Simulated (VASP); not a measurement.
# W in VASP: single point with PBE

Aim: the single point of W with PBE.

Program: VASP 6.6.1. These are calculated values, not measurements. Logs are shortened: lines on timing, memory, paths and dates and some standing lists are left out, and cuts for length are marked.

## (1) The cell of the first run

The cell holds a slab with vacuum, 16 atoms: a = 5.514 Å, b = 5.514 Å, c = 23.753 Å, α = 90.00°, β = 90.00°, γ = 109.47°.

## (2) Single point, PBE

Input file INCAR:

```
PREC = Accurate
ENCUT = 520
EDIFF = 1E-6
ISMEAR = 0
SIGMA = 0.1
LREAL = Auto
LASPH = True
NELM = 60
ALGO = Fast
ISIF = 2
LWAVE = False
LCHARG = False
LDIPOL = True
IDIPOL = 3
DIPOL = 0.5 0.5 0.499
GGA = PE
NBANDS = 126
```

Input file KPOINTS:

```
Automatic mesh
0
Gamma
  6 6 1
```

Input file POSCAR:

```
W
1.0
    5.5140796781      0.0000000000      0.0000000000
   -1.8380265594      5.1987241765      0.0000000000
    0.0000000000      0.0000000000     23.7533408062
W
16
Direct
    0.2500000000      0.2500000000      0.3578444005
    0.2500000000      0.7500000000      0.3578444005
    0.7500000000      0.2500000000      0.3578444005
    0.7500000000      0.7500000000      0.3578444005
    0.5000000000      0.5000000000      0.4526148002
    0.5000000000      0.0000000000      0.4526148002
    0.0000000000      0.5000000000      0.4526148002
    0.0000000000      0.0000000000      0.4526148002
    0.7500000000      0.7500000000      0.5476472811
    0.7500000000      0.2500000000      0.5476472811
    0.2500000000      0.7500000000      0.5476472811
    0.2500000000      0.2500000000      0.5476472811
    0.0000000000      0.0000000000      0.6390359180
    0.0000000000      0.5000000000      0.6390359180
    0.5000000000      0.0000000000      0.6390359180
    0.5000000000      0.5000000000      0.6390359180
```

Potentials or basis: VASP PAW PBE potentials, release 64 (W_sv).

Run with:

```bash
> cat potpaw_PBE.64/W_sv/POTCAR > POTCAR
> mpirun -np 1 vasp_std > vasp.out
```

OUTCAR:

```text
PREC = Accurate
   ENCUT = 520
   EDIFF = 1E-6
   ISMEAR = 0
   LREAL = Auto
   LASPH = True
   NELM = 60
   ISIF = 2
   GGA = PE

 ion  position               nearest neighbor table
   1  0.250  0.250  0.358-   2 2.76   2 2.76   3 2.76   3 2.76   5 2.76   8 2.76   4 3.18   4 3.18
                             6 3.18   7 3.18
   2  0.250  0.750  0.358-   1 2.76   1 2.76   4 2.76   4 2.76   6 2.76   7 2.76   3 3.18   3 3.18
                             8 3.18   5 3.18
   3  0.750  0.250  0.358-   4 2.76   4 2.76   1 2.76   1 2.76   6 2.76   7 2.76   2 3.18   2 3.18
                             8 3.18   5 3.18
   4  0.750  0.750  0.358-   3 2.76   3 2.76   2 2.76   2 2.76   5 2.76   8 2.76   1 3.18   1 3.18
                             6 3.18   7 3.18
   5  0.500  0.500  0.453-   6 2.76   6 2.76   7 2.76   7 2.76   1 2.76   4 2.76   9 2.76  12 2.76
                             8 3.18   8 3.18   3 3.18   2 3.18  10 3.19  11 3.19
   6  0.500  0.000  0.453-   5 2.76   5 2.76   8 2.76   8 2.76   2 2.76   3 2.76  10 2.76  11 2.76
                             7 3.18   7 3.18   1 3.18   4 3.18  12 3.19   9 3.19
   7  0.000  0.500  0.453-   8 2.76   8 2.76   5 2.76   5 2.76   2 2.76   3 2.76  10 2.76  11 2.76
                             6 3.18   6 3.18   1 3.18   4 3.18  12 3.19   9 3.19
   8  0.000  0.000  0.453-   7 2.76   7 2.76   6 2.76   6 2.76   1 2.76   4 2.76   9 2.76  12 2.76
                             5 3.18   5 3.18   3 3.18   2 3.18  10 3.19  11 3.19
   9  0.750  0.750  0.548-  13 2.69  16 2.69  10 2.76  10 2.76  11 2.76  11 2.76   5 2.76   8 2.76
[... 23 lines left out ...]
 A1 = (   5.5140796781,   0.0000000000,   0.0000000000)
 A2 = (  -1.8380265594,   5.1987241765,   0.0000000000)
 A3 = (   0.0000000000,   0.0000000000,  23.7533408062)

Analysis of symmetry for initial positions (statically):
=====================================================================
 Subroutine PRICEL returns following result:

  LATTYP: Found a base centered orthorhombic cell.
 ALAT       =     3.1835553865
 B/A-ratio  =     1.4142135624
 C/A-ratio  =     7.4612619925

  Lattice vectors:

 A1 = (   2.7570398390,   0.0000000000,   0.0000000000)
 A2 = (  -0.9190132797,   2.5993620883,   0.0000000000)
 A3 = (   0.0000000000,   0.0000000000,  23.7533408062)

   4 primitive cells build up your supercell.

 Routine SETGRP: Setting up the symmetry group for a
 base centered orthorhombic supercell.

 Subroutine GETGRP returns: Found  4 space group operations
 (whereof  4 operations were pure point group operations)
 out of a pool of  8 trial point group operations.

The static configuration has the point symmetry C_2v.

Analysis of symmetry for dynamics (positions and initial velocities):
=====================================================================
 Subroutine PRICEL returns following result:

  LATTYP: Found a base centered orthorhombic cell.
 ALAT       =     3.1835553865
 B/A-ratio  =     1.4142135624
 C/A-ratio  =     7.4612619925

  Lattice vectors:

 A1 = (   2.7570398390,   0.0000000000,   0.0000000000)
 A2 = (  -0.9190132797,   2.5993620883,   0.0000000000)
 A3 = (   0.0000000000,   0.0000000000,  23.7533408062)

   4 primitive cells build up your supercell.

 Routine SETGRP: Setting up the symmetry group for a
 base centered orthorhombic supercell.

 Subroutine GETGRP returns: Found  4 space group operations
 (whereof  4 operations were pure point group operations)
 out of a pool of  8 trial point group operations.

The dynamic configuration has the point symmetry C_2v.

 Subroutine INISYM returns: Found  4 space group operations
 (whereof  4 operations are pure point group operations),
 and found     4 'primitive' translations

----------------------------------------------------------------------------------------

                                     Primitive cell

  volume of cell :     170.2294

  direct lattice vectors                    reciprocal lattice vectors
     2.757039839  0.000000000  0.000000000     0.362707853  0.128236591  0.000000000
    -0.919013280  2.599362088  0.000000000     0.000000000  0.384709773  0.000000000
     0.000000000  0.000000000 23.753340806     0.000000000  0.000000000  0.042099341

  length of vectors
     2.757039839  2.757039839 23.753340806     0.384709773  0.384709773  0.042099341

[... 26 lines left out ...]
     0.000000000  0.000000000  0.042099341     0.000000000  0.000000000  1.000000000

  Length of vectors
     0.032059148  0.032059148  0.042099341

  Shift w.r.t. Gamma in fractional coordinates (k-lattice)
     0.000000000  0.000000000  0.000000000

 Subroutine IBZKPT returns following result:
 ===========================================

 Found     13 irreducible k-points:

 Following reciprocal coordinates:
            Coordinates               Weight
  0.000000  0.000000  0.000000      1.000000
  0.166667  0.000000  0.000000      4.000000
  0.333333  0.000000  0.000000      4.000000
  0.500000  0.000000  0.000000      2.000000
  0.166667  0.166667  0.000000      2.000000
  0.333333  0.166667  0.000000      4.000000
  0.500000  0.166667  0.000000      4.000000
 -0.333333  0.166667  0.000000      4.000000
 -0.166667  0.166667  0.000000      2.000000
  0.333333  0.333333  0.000000      2.000000
  0.500000  0.333333  0.000000      4.000000
 -0.333333  0.333333  0.000000      2.000000
  0.500000  0.500000  0.000000      1.000000
   k-points           NKPTS =     13   k-points in BZ     NKDIM =     13   number of bands    NBANDS=    126
   number of dos      NEDOS =    301   number of ions     NIONS =     16
   total plane-waves  NPLWV = 317520
   dimension x,y,z NGX =    42 NGY =   42 NGZ =  180
   dimension x,y,z NGXF=    84 NGYF=   84 NGZF=  360
   ions per type =              16
   NGX,Y,Z   is equivalent  to a cutoff of  12.66, 12.66, 12.60 a.u.
   NGXF,Y,Z  is equivalent  to a cutoff of  25.33, 25.33, 25.20 a.u.
 SYSTEM =  unknown system
   PREC   = accura    normal or accurate (medium, high low for compatibility)
   ISTART =      0    job   : 0-new  1-cont  2-samecut
   ICHARG =      2    charge: 1-file 2-atom 10-const
   ISPIN  =      1    spin polarized calculation?
   LNONCOLLINEAR =      F non collinear calculations
   LSORBIT =      F    spin-orbit coupling
   LASPH  =      T    aspherical Exc in radial PAW
   ENCUT  =  520.0 eV  38.22 Ry    6.18 a.u.  10.25 10.25 44.17*2*pi/ulx,y,z
   NELM   =     60;   NELMIN=  2; NELMDL= -5     # of ELM steps
   EDIFF  = 0.1E-05   stopping-criterion for ELM
   LREAL  =      T    real-space projection
   EDIFFG = 0.1E-04   stopping-criterion for IOM
   NSW    =      0    number of steps for IOM
   IBRION =     -1    ionic relax: 0-MD 1-quasi-New 2-CG
   NFREE  =      0    steps in history (QN), initial steepest desc. (CG)
   ISIF   =      2    stress and relaxation
   ISYM   =      2    0-nonsym 1-usesym 2-fastsym
   POTIM  = 0.5000    time-step for ionic-motion
   TEBEG  =    0.0;   TEEND  =   0.0 temperature during run
   PSTRESS=    0.0 pullay stress
   NELECT =     224.0000    total number of electrons
   NUPDOWN=      -1.0000    fix difference up-down
   EMIN   =  10.00;   EMAX   =-10.00  energy-range for DOS
   EFERMI =   0.00;   METHOD = LEGACY
   ISMEAR =     0;   SIGMA  =   0.10  broadening in eV -4-tet -1-fermi 0-gaus
   EFERMI_NEDOS =   21; number of points for ismear=-14 and -15
   IALGO  =     68    algorithm
   IMIX   =      4    mixing-type and parameters
     AMIX     =   0.40;   BMIX     =  1.00
     AMIX_MAG =   1.60;   BMIX_MAG =  1.00
  volume/ion in A,a.u.               =      42.56       287.19
  Fermi-wavevector in a.u.,A,eV,Ry     =   1.130124  2.135624 17.377084  1.277180
  Thomas-Fermi vector in A             =   2.266819
   LORBIT       =      0    0 simple, 1 ext, 2 COOP (PROOUT), +10 PAW based schemes
   GGA     = PE    functional components
   LHFCALC =     F    Hartree Fock is set to
   AEXX    =    0.0000 exact exchange contribution
   IVDW    =     0    specifies the selected vdW correction
   LEPSILON=     F    determine dielectric tensor
   LRPA    =     F    only Hartree local field effects (RPA)
 non-spin polarized calculation
 RMM-DIIS sequential band-by-band and
 Gauss-broadening in eV      SIGMA  =   0.10
  energy-cutoff  :      520.00
  volume of cell :      680.92
 maximum number of plane-waves:     18394
 NGX is ok and might be reduce to    42
   NGX = 21   NGY = 21   NGZ = 89

 dipolmoment           0.000000      0.000000      0.250242 electrons x Angstroem

 number of electron     224.0000041 magnetization

 dipolmoment           0.000000      0.000000     -0.016606 electrons x Angstroem

 Free energy of the ion-electron system (eV)
  ---------------------------------------------------
  ext. energy  EPLUGINS =         0.00000000
  ---------------------------------------------------
  free energy    TOTEN  =      -195.52871197 eV

  energy without entropy =     -195.44737362  energy(sigma->0) =     -195.48804280

 E-fermi :   1.3066     XC(G=0):  -6.0264

 val. band max:        1.3004758448   @ k =   0.3333   0.0000   0.0000
 cond. band min:       1.3127466614   @ k =   0.1667   0.0000   0.0000
 fundamental gap:      0.0122708165
 Fermi energy:         1.3066060518

 k-point     1 :       0.0000    0.0000    0.0000
  band No.  band energies     occupation
      1     -72.9119      2.00000
      2     -72.8497      2.00000
      3     -72.8234      2.00000
      4     -72.8234      2.00000
      5     -72.7934      2.00000
      6     -72.7910      2.00000
[... 1640 lines left out ...]
    123       1.9869      0.00000
    124       1.9902      0.00000
 [bands above 124 left out]

------------------------ aborting loop because EDIFF is reached ----------------------------------------

 vacuum level on the upper side and lower side of the slab       (xc-potential included)        -0.167        -0.066

  FORCE on cell =-STRESS in cart. coord.  units (eV):
  Direction    XX          YY          ZZ          XY          YZ          ZX
  --------------------------------------------------------------------------------------
  -------------------------------------------------------------------------------------
  Total      -16.9797002    -18.9382571     -4.9063973     -2.7698177      0.0000000      0.0000000
  in kB      -39.9526956    -44.5611178    -11.5445971     -6.5172931      0.0000000      0.0000000
  external PRESSURE =     -32.0194701 kB  Pullay stress =       0.0000000 kB

 VOLUME and BASIS-vectors are now :
 -----------------------------------------------------------------------------
  energy-cutoff  :      520.00
  volume of cell :      680.92
      direct lattice vectors                 reciprocal lattice vectors
     5.514079678  0.000000000  0.000000000     0.181353926  0.064118296  0.000000000
    -1.838026559  5.198724176  0.000000000     0.000000000  0.192354887  0.000000000
     0.000000000  0.000000000 23.753340806     0.000000000  0.000000000  0.042099341

 POSITION                                       TOTAL-FORCE (eV/Angst)
 -----------------------------------------------------------------------------------
      0.91901      1.29968      8.50000         0.000000     -0.000000      0.606617
     -0.00000      3.89904      8.50000         0.000000     -0.000000      0.606617
      3.67605      1.29968      8.50000         0.000000     -0.000000      0.606617
      2.75704      3.89904      8.50000         0.000000     -0.000000      0.606617
      1.83803      2.59936     10.75111        -0.000000      0.000000     -0.650699
      2.75704      0.00000     10.75111        -0.000000      0.000000     -0.650699
[... 8 lines left out ...]
      2.75704      0.00000     15.17924        -0.000000      0.000000      0.048667
      1.83803      2.59936     15.17924         0.000000      0.000000      0.048667
 -----------------------------------------------------------------------------------
    total drift:                                0.000000      0.000000     -0.006400

  FREE ENERGIE OF THE ION-ELECTRON SYSTEM (eV)
  ---------------------------------------------------
  free  energy   TOTEN  =      -195.5287119715 eV

  energy  without entropy=     -195.4473736240  energy(sigma->0) =     -195.48804280

 vacuum level on the upper side and lower side of the slab         6.022         6.127
```

Run time: 65 min. Hardware: 1 thread of Oxide Virtual Turin-like, shared host; peak memory 1.1 GiB.

What came out:

```yaml
Free_energy: -195.5287 eV
Largest_force: 0.651 eV/Å
Band_gap_on_the_k_mesh: zero (bands 112 and 113 overlap by 1.29 eV)
```

Forces on the atoms (eV/Å):
```
W    0.000  0.000  0.607
W    0.000  0.000  0.607
W    0.000  0.000  0.607
W    0.000  0.000  0.607
W    0.000  0.000 -0.651
W    0.000  0.000 -0.651
W    0.000  0.000 -0.651
W    0.000  0.000 -0.651
W    0.000  0.000 -0.005
W    0.000  0.000 -0.005
W    0.000  0.000 -0.005
W    0.000  0.000 -0.005
W    0.000  0.000  0.049
W    0.000  0.000  0.049
W    0.000  0.000  0.049
W    0.000  0.000  0.049
```

Caveat: spin-orbit coupling is left out, which moves the levels of the heavy elements.
